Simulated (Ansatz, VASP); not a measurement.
# Two plane-wave programs on SrO

File POSCAR:

```
SrO
1.0
    0.0000000000      2.6725920000      2.3642160000
    2.6725920000      0.0000000000      2.3642160000
    2.6725920000      2.6725920000      0.0000000000
Sr O
1 1
Direct
    0.0000000000      0.0000000000      0.0000000000
    0.5000000000      0.5000000000      0.5000000000
```

Contents of INCAR.step1:

```
  PREC = Accurate
  ENCUT = 520
  ISMEAR = 0
  SIGMA = 0.05
  LREAL = F
  LASPH = T
  NELM = 100
  NBANDS = 15
  GGA = PE
  ALGO = Normal
  EDIFF = 1E-4
  LWAVE = T
  LCHARG = F
```

Contents of INCAR.step2:

```
  PREC = Accurate
  ENCUT = 520
  EDIFF = 1E-7
  ISMEAR = 0
  SIGMA = 0.05
  LREAL = F
  LASPH = T
  NELM = 100
  ALGO = Normal
  ISIF = 2
  LWAVE = F
  LCHARG = F
  METAGGA = R2SCAN
  LMIXTAU = T
  NBANDS = 15
  ISTART = 1
```

KPOINTS

```
Automatic mesh
0
Gamma
  8 8 8
```

Input for Ansatz:

```yaml
crystal:
  lattice:
    - [0.0, 2.672592, 2.364216]
    - [2.672592, 0.0, 2.364216]
    - [2.672592, 2.672592, 0.0]
  atoms:
    - { symbol: Sr, position: [0.0, 0.0, 0.0] }
    - { symbol: O, position: [0.5, 0.5, 0.5] }
basis:
  ecutwfc: 500
kpoints:
  mp_grid: { grid: [8, 8, 8] }
hamiltonian:
  xc: r2scan
scf:
  occupations: { method: gaussian, width: 0.05 }
output:
  forces: true
  stress: true
  eigenvalues: true
```

Change from the starting cell: strain +0.040 along x and y, -0.080 along z, atoms carried along.

Alike in both runs: task single point; functional r2SCAN; k mesh 8 × 8 × 8; occupations gaussian, width 0.05 eV; no spin polarisation.

|  | VASP | Ansatz |
| --- | --- | --- |
| version | VASP 6.6.1 | Ansatz 0.2.0 |
| potentials or method | VASP PAW PBE potentials, release 64 (Sr_sv, O), cutoff 520 eV | scalar-relativistic, plane waves, PAW |
| valence electrons in the cell | 16 | 16 |

|  | VASP | Ansatz | Ansatz less VASP |
| --- | --- | --- | --- |
| gap on the k mesh at the Fermi level (eV) | 3.00 | 3.07 | +0.062 |
| least direct gap on the mesh (eV) | 3.20 | 3.22 | +0.029 |
| pressure (GPa) | 6.0 | 5.2 | -0.73 |
| traceless stress, the component that is largest in VASP (GPa) | 16.43 | 15.60 | -0.832 |

VASP's potentials were made for PBE, not for r2SCAN. The functional is the same, so the differences come from potentials, cutoffs and numerics.
